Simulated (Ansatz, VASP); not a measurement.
# Two plane-wave programs on CO2

Contents of INCAR:

```
PREC = Accurate
ENCUT = 600
EDIFF = 1E-6
ISMEAR = 0
SIGMA = 0.02
LREAL = False
LASPH = True
NELM = 80
ALGO = Normal
ISIF = 3
LWAVE = False
LCHARG = False
GGA = PE
IVDW = 12
IBRION = 2
NSW = 100
EDIFFG = -0.005
```

The input KPOINTS:

```
Automatic mesh
0
Gamma
  6 6 4
```

Contents of POSCAR:

```
CO2
1.0
    2.7955699067     -2.5133408962      0.0000000000
    2.7955699067      2.5133408962      0.0000000000
    0.0000000000      0.0000000000      6.7430433132
C O
2 4
Direct
    0.0000000000      0.0000000000      0.0000000000
    0.5000000000      0.5000000000      0.5000000000
    0.8132775581      0.1867224419      0.8966187041
    0.1867224419      0.8132775581      0.1033812959
    0.6867224419      0.3132775581      0.3966187041
    0.3132775581      0.6867224419      0.6033812959
```

Input for Ansatz:

```yaml
crystal:
  lattice:
    - [2.7955699067, -2.5133408962, 0.0]
    - [2.7955699067, 2.5133408962, 0.0]
    - [0.0, 0.0, 6.7430433132]
  atoms:
    - { symbol: C, position: [0.0, 0.0, 0.0] }
    - { symbol: C, position: [0.5, 0.5, 0.5] }
    - { symbol: O, position: [0.8132775581, 0.1867224419, 0.8966187041] }
    - { symbol: O, position: [0.1867224419, 0.8132775581, 0.1033812959] }
    - { symbol: O, position: [0.6867224419, 0.3132775581, 0.3966187041] }
    - { symbol: O, position: [0.3132775581, 0.6867224419, 0.6033812959] }
basis:
  ecutwfc: 420
kpoints:
  mp_grid: { grid: [6, 6, 4] }
hamiltonian:
  xc: pbe
  dispersion: d3bj
scf:
  occupations: { method: gaussian, width: 0.02 }
output:
  forces: true
  stress: true
  eigenvalues: true
relax:
  adjacent_minimum: "off"
  f_tol: 0.005
  max_steps: 80
  cell: { stress_tol: 0.05 }
```

Alike in both runs: task relaxation of cell and atoms; functional PBE; dispersion D3(BJ); k mesh 6 × 6 × 4; occupations gaussian, width 0.02 eV; no spin polarisation.

|  | VASP | Ansatz |
| --- | --- | --- |
| version | VASP 6.6.1 | Ansatz 0.2.0 |
| potentials or method | VASP PAW PBE potentials, release 64 (C, O), cutoff 600 eV | scalar-relativistic, plane waves, PAW |
| valence electrons in the cell | 32 | 32 |

```csv
,VASP,Ansatz,Ansatz less VASP
"gap on the k mesh at the Fermi level, each at its own relaxed structure (eV)",6.49,6.53,+0.045
relaxed volume (Å³/atom),14.86,15.79,+0.935
relaxed length of the cell vector where the two differ most in proportion (Å),6.584,6.743,+0.1590
```

One of these differences is far larger than is usual between the two programs; its cause wasn't traced.

Noted on VASP's run: the standard files for N, O and F lose accuracy on very short bonds.
